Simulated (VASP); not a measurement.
# Cd2TeO3 (P6/mmm) in VASP: relaxation of cell and atoms with PBE

Aim: the relaxation of cell and atoms of Cd2TeO3 with PBE.

Everything below comes from runs of VASP 6.6.1. Logs are shortened: lines on timing, memory, paths and dates and some standing lists are left out, and cuts for length are marked.

### 1 The cell of the first run

It takes space group P6/mmm (No. 191, hexagonal). Conventional cell: a = 5.763 Å, b = 5.763 Å, c = 3.181 Å, α = 90.00°, β = 90.00°, γ = 120.00°. Within 3.0 Å of Cd (site symmetry -6m2) lie 6 O at 2.30 Å. Te (site symmetry 6/mmm) has 6 O at 2.88 Å and 2 Te at 3.18 Å and 12 Cd at 3.69 Å within 3.8 Å. Within 3.0 Å of O (site symmetry mmm) lie 4 Cd at 2.30 Å and 4 O at 2.88 Å and 2 Te at 2.88 Å.

### 2 Relaxation of cell and atoms, PBE

Contents of INCAR:

```
SYSTEM = Cd2TeO3
ALGO = Normal
EDIFF = 1E-7
EDIFFG = -0.01
ENCUT = 600
GGA = PE
IBRION = 2
ISIF = 3
ISMEAR = 0
LASPH = .TRUE.
LCHARG = .FALSE.
LREAL = .FALSE.
LWAVE = .FALSE.
NELM = 100
NSW = 100
PREC = Accurate
SIGMA = 0.1
```

Contents of KPOINTS:

```
k-points
0
G
  6 6 12
  0 0 0
```

Contents of POSCAR:

```
Cd2TeO3
1.0
    5.7634151442      0.0000000000      0.0000000000
   -2.8817075721      4.9912639274      0.0000000000
    0.0000000000      0.0000000000      3.1805357962
Cd Te O
2 1 3
Direct
    0.3333333333      0.6666666667      0.5000000000
    0.6666666667      0.3333333333      0.5000000000
    0.0000000000      0.0000000000      0.0000000000
    0.5000000000      0.0000000000      0.0000000000
    0.0000000000      0.5000000000      0.0000000000
    0.5000000000      0.5000000000      0.0000000000
```

Potentials or basis: VASP PAW PBE potentials, release 64 (Cd, Te, O).

Command:

```bash
$ cat potpaw_PBE.64/Cd/POTCAR potpaw_PBE.64/Te/POTCAR potpaw_PBE.64/O/POTCAR > POTCAR
$ mpirun -np 1 vasp_std > vasp.out
```

OUTCAR:

```text
SYSTEM = Cd2TeO3
   EDIFF = 1E-7
   EDIFFG = -0.01
   ENCUT = 600
   GGA = PE
   IBRION = 2
   ISIF = 3
   ISMEAR = 0
   LASPH = .TRUE.
   LREAL = .FALSE.
   NELM = 100
   NSW = 100
   PREC = Accurate

 ion  position               nearest neighbor table
   1  0.333  0.667  0.500-   4 2.30   4 2.30   5 2.30   5 2.30   6 2.30   6 2.30   2 3.33   2 3.33
                             2 3.33   3 3.69   3 3.69   3 3.69   3 3.69   3 3.69   3 3.69
   2  0.667  0.333  0.500-   4 2.30   4 2.30   5 2.30   5 2.30   6 2.30   6 2.30   1 3.33   1 3.33
                             1 3.33   3 3.69   3 3.69   3 3.69   3 3.69   3 3.69   3 3.69
   3  0.000  0.000  0.000-   1 3.69   2 3.69   1 3.69   2 3.69   1 3.69   1 3.69   2 3.69   2 3.69
                             2 3.69   2 3.69   1 3.69   1 3.69
   4  0.500  0.000  0.000-   1 2.30   2 2.30   1 2.30   2 2.30
   5  0.000  0.500  0.000-   1 2.30   2 2.30   1 2.30   2 2.30
   6  0.500  0.500  0.000-   1 2.30   2 2.30   1 2.30   2 2.30

  LATTYP: Found a hexagonal cell.
 ALAT       =     5.7634151442
 C/A-ratio  =     0.5518491583

  Lattice vectors:

 A1 = (   5.7634151442,   0.0000000000,   0.0000000000)
 A2 = (  -2.8817075721,   4.9912639274,   0.0000000000)
 A3 = (   0.0000000000,   0.0000000000,   3.1805357962)

Analysis of symmetry for initial positions (statically):
=====================================================================
 Subroutine PRICEL returns:
 Original cell was already a primitive cell.

 Routine SETGRP: Setting up the symmetry group for a
 hexagonal supercell.

 Subroutine GETGRP returns: Found 24 space group operations
 (whereof 24 operations were pure point group operations)
 out of a pool of 24 trial point group operations.

The static configuration has the point symmetry D_6h.

Analysis of symmetry for dynamics (positions and initial velocities):
=====================================================================
 Subroutine PRICEL returns:
 Original cell was already a primitive cell.

 Routine SETGRP: Setting up the symmetry group for a
 hexagonal supercell.

 Subroutine GETGRP returns: Found 24 space group operations
 (whereof 24 operations were pure point group operations)
 out of a pool of 24 trial point group operations.

The dynamic configuration has the point symmetry D_6h.

 Subroutine INISYM returns: Found 24 space group operations
 (whereof 24 operations are pure point group operations),
 and found     1 'primitive' translations

----------------------------------------------------------------------------------------

                                     Primitive cell

[... 111 lines left out ...]
   EMIN   =  10.00;   EMAX   =-10.00  energy-range for DOS
   EFERMI =   0.00;   METHOD = LEGACY
   ISMEAR =     0;   SIGMA  =   0.10  broadening in eV -4-tet -1-fermi 0-gaus
   EFERMI_NEDOS =   21; number of points for ismear=-14 and -15
   IALGO  =     38    algorithm
   IMIX   =      4    mixing-type and parameters
     AMIX     =   0.40;   BMIX     =  1.00
     AMIX_MAG =   1.60;   BMIX_MAG =  1.00
  volume/ion in A,a.u.               =      15.25       102.90
  Fermi-wavevector in a.u.,A,eV,Ry     =   1.320358  2.495115 23.719648  1.743345
  Thomas-Fermi vector in A             =   2.450190
   LORBIT       =      0    0 simple, 1 ext, 2 COOP (PROOUT), +10 PAW based schemes
   GGA     = PE    functional components
   LHFCALC =     F    Hartree Fock is set to
   AEXX    =    0.0000 exact exchange contribution
   IVDW    =     0    specifies the selected vdW correction
   LEPSILON=     F    determine dielectric tensor
   LRPA    =     F    only Hartree local field effects (RPA)
 conjugate gradient relaxation of ions
 non-spin polarized calculation
 Gauss-broadening in eV      SIGMA  =   0.10
  energy-cutoff  :      600.00
  volume of cell :       91.49
 maximum number of plane-waves:      3079
 NGX is ok and might be reduce to    48
   NGX = 23   NGY = 23   NGZ = 13

--------------------------------------- Ionic step        1  -------------------------------------------

 number of electron      47.9999979 magnetization

 Free energy of the ion-electron system (eV)
  ---------------------------------------------------
  ext. energy  EPLUGINS =         0.00000000
  ---------------------------------------------------
  free energy    TOTEN  =       -22.16795264 eV

  energy without entropy =      -22.15010897  energy(sigma->0) =      -22.15903081

------------------------ aborting loop because EDIFF is reached ----------------------------------------

  FORCE on cell =-STRESS in cart. coord.  units (eV):
  Direction    XX          YY          ZZ          XY          YZ          ZX
  --------------------------------------------------------------------------------------
  -------------------------------------------------------------------------------------
  Total        0.3311948      0.3311948      1.0644638      0.0000000      0.0000000      0.0000000
  in kB        5.7996716      5.7996716     18.6402078      0.0000000      0.0000000      0.0000000
  external PRESSURE =      10.0798504 kB  Pullay stress =       0.0000000 kB
[... 147 lines left out ...]
--------------------------------------- Ionic step        5  -------------------------------------------

 number of electron      47.9999978 magnetization

 Free energy of the ion-electron system (eV)
  ---------------------------------------------------
  ext. energy  EPLUGINS =         0.00000000
  ---------------------------------------------------
  free energy    TOTEN  =       -22.17204950 eV

  energy without entropy =      -22.15363966  energy(sigma->0) =      -22.16284458

 E-fermi :   3.5940     XC(G=0): -10.9210

 val. band max:        3.5586562846   @ k =   0.3333   0.1667   0.3333
 cond. band min:       3.5955653308   @ k =   0.3333  -0.0000   0.2500
 fundamental gap:      0.0369090461
 Fermi energy:         3.5939740984

 k-point     1 :       0.0000    0.0000    0.0000
  band No.  band energies     occupation
      1     -14.0181      2.00000
      2     -13.0468      2.00000
      3     -13.0468      2.00000
      4      -8.0811      2.00000
      5      -4.1420      2.00000
      6      -3.4610      2.00000
[... 733 lines left out ...]
     27       8.4449      0.00000
     28       9.1517      0.00000

 [... further k-points ...]

------------------------ aborting loop because EDIFF is reached ----------------------------------------

  FORCE on cell =-STRESS in cart. coord.  units (eV):
  Direction    XX          YY          ZZ          XY          YZ          ZX
  --------------------------------------------------------------------------------------
  -------------------------------------------------------------------------------------
  Total        0.0054121      0.0054121      0.0080086      0.0000000      0.0000000      0.0000000
  in kB        0.0941065      0.0941065      0.1392536      0.0000000      0.0000000      0.0000000
  external PRESSURE =       0.1091555 kB  Pullay stress =       0.0000000 kB
[... 21 lines left out ...]
  FREE ENERGIE OF THE ION-ELECTRON SYSTEM (eV)
  ---------------------------------------------------
  free  energy   TOTEN  =       -22.1720495020 eV

  energy  without entropy=      -22.1536396604  energy(sigma->0) =      -22.16284458

 reached required accuracy - stopping structural energy minimisation
```

OSZICAR:

```text
N       E                     dE             d eps       ncg     rms          rms(c)
DAV:   1     0.418808101442E+03    0.41881E+03   -0.27130E+04  2744   0.185E+03
[... 54 lines left out ...]
DAV:   3    -0.221722470616E+02    0.65949E-03   -0.11696E-03  3384   0.248E-01    0.108E-01
DAV:   4    -0.221720738210E+02    0.17324E-03   -0.26662E-04  2896   0.125E-01    0.611E-02
DAV:   5    -0.221720499218E+02    0.23899E-04   -0.37982E-05  3020   0.473E-02    0.262E-02
DAV:   6    -0.221720492914E+02    0.63035E-06   -0.80948E-06  2968   0.218E-02    0.121E-02
DAV:   7    -0.221720496319E+02   -0.34050E-06   -0.30626E-07  2328   0.506E-03    0.483E-03
DAV:   8    -0.221720495261E+02    0.10577E-06   -0.97803E-08  1468   0.233E-03    0.187E-03
DAV:   9    -0.221720495020E+02    0.24185E-07   -0.24432E-08  1448   0.109E-03
   5 F= -.22172050E+02 E0= -.22162845E+02  d E =-.447718E-03
```

Wall time 4 min (1 thread of Intel Xeon Platinum 8559C (Emerald Rapids), shared host); peak memory 0.35 GiB.

Results:

| Item | Value |
| --- | --- |
| Free energy | -22.1720 eV |
| Relaxed volume | 15.36 Å³/atom |
| Relaxed cell | a = 5.761 Å, b = 5.761 Å, c = 3.206 Å, α = 90.00°, β = 90.00°, γ = 120.00° |
| Space group after relaxing (to 0.05 Å) | P6/mmm (No. 191) |
| Energy gained by relaxing | 0.7 meV/atom |
| Ionic steps | 5 |
| Pressure after relaxing | 0.0 GPa |
| Band gap on the k mesh | zero (band 24 reaches 4.85 eV, above the bottom of band 25 at 3.05 eV) |

The path:
```tsv
step	energy change (eV)	largest force (eV/Å)	pressure (GPa)	volume (Å³)
1	0.0000	0.0000	1.01	91.49
2	-0.0028	0.0000	-0.63	92.77
3	-0.0036	0.0000	-0.12	92.36
4	-0.0040	0.0000	-0.06	92.26
5	-0.0041	0.0000	0.01	92.14
```

Final structure:
```
CELL_PARAMETERS angstrom
5.76059 0.00000 0.00000
-2.88029 4.98881 0.00000
0.00000 0.00000 3.20624
ATOMIC_POSITIONS crystal
Cd 0.33333 0.66667 0.50000
Cd 0.66667 0.33333 0.50000
Te 0.00000 0.00000 0.00000
O 0.50000 0.00000 0.00000
O 0.00000 0.50000 0.00000
O 0.50000 0.50000 0.00000
```

Levels at points of the mesh, in eV from the Fermi level:
```
           k point  band 21  band 22  band 23  band 24  band 25  band 26  band 27  band 28
(0.00, 0.00, 0.00)    -0.99    -0.36    -0.36     1.23     1.23     1.44     2.55     5.44
(0.50, 0.00, 0.00)    -1.56    -0.98    -0.87    -0.36     0.71     2.40     3.93     4.39
(0.00, 0.00, 0.50)    -2.59    -1.00     0.04     0.04     2.17     2.17     4.06     4.35
(0.50, 0.00, 0.50)    -1.61    -1.58    -1.49    -0.18     0.03     1.66     4.95     4.98
```

Caveat: spin-orbit coupling is left out, which moves the levels of the heavy elements.
